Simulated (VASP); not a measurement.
## SrTlBr3: single point with PBE

Crystal: SrTlBr3.

```xyz
5
Lattice="5.8739 0.0000 0.0000 0.0000 5.8739 0.0000 0.0000 0.0000 5.9120" Properties=species:S:1:pos:R:3 pbc="T T T"
Tl    0.0000    0.0000    0.0000
Sr    2.9369    2.9369    2.9560
Br    2.9369    2.9369    0.0000
Br    2.9369    0.0000    2.9560
Br    0.0000    2.9369    2.9560
```

This cell differs from its parent crystal: epitaxial xy strain -0.5%.

| Quantity | Value |
| --- | --- |
| Program | VASP 6.6.1 |
| Task | single point |
| Functional | PBE |
| Potentials or basis | VASP PAW PBE potentials, release 64 (Tl_d, Sr_sv, Br) |
| Cutoff | 520 eV |
| k mesh | 4 × 4 × 4 |
| Occupations | fermi-dirac, width 0.02 eV |
| Spin | no spin polarisation |
| Dipole correction | no |
| Further INCAR settings | ALGO = Normal; EDIFF = 1e-06; NBANDS = 30 |

```json
{"Pressure": "0.8 GPa", "Band gap on the k mesh": "3.16 eV, indirect (least direct gap 3.48 eV)"}
```

Stress tensor (GPa, compression positive):
```
0.90 0.00 0.00
0.00 0.90 0.00
0.00 0.00 0.63
```

Levels at points of the mesh, in eV from the valence-band top:
```csv
k point,band 19,band 20,band 21,band 22,band 23,band 24,band 25,band 26
"(0.00, 0.00, 0.00)",-0.48,-0.29,-0.28,-0.28,4.56,4.57,4.57,5.32
"(0.50, 0.00, 0.00)",-0.60,-0.57,-0.32,-0.32,3.16,4.15,4.16,5.43
"(0.50, 0.50, 0.00)",-0.84,-0.78,-0.78,0.00,3.77,3.90,3.90,6.65
"(0.00, 0.00, 0.50)",-0.61,-0.58,-0.32,-0.32,3.17,4.17,4.17,5.42
"(0.50, 0.00, 0.50)",-0.83,-0.78,-0.76,-0.01,3.79,3.88,3.89,6.61
"(0.50, 0.50, 0.50)",-1.38,-0.01,-0.01,0.00,4.44,4.44,4.44,7.03
```

It took 81 s on 1 thread of Intel(R) Xeon(R) Platinum 8488C (Sapphire Rapids) (shared host), peak memory 0.38 GiB.

Caveat: the cell differs from its parent crystal (epitaxial xy strain -0.5%); spin-orbit coupling is left out, which moves the levels of the heavy elements. A k mesh can miss the band edges.
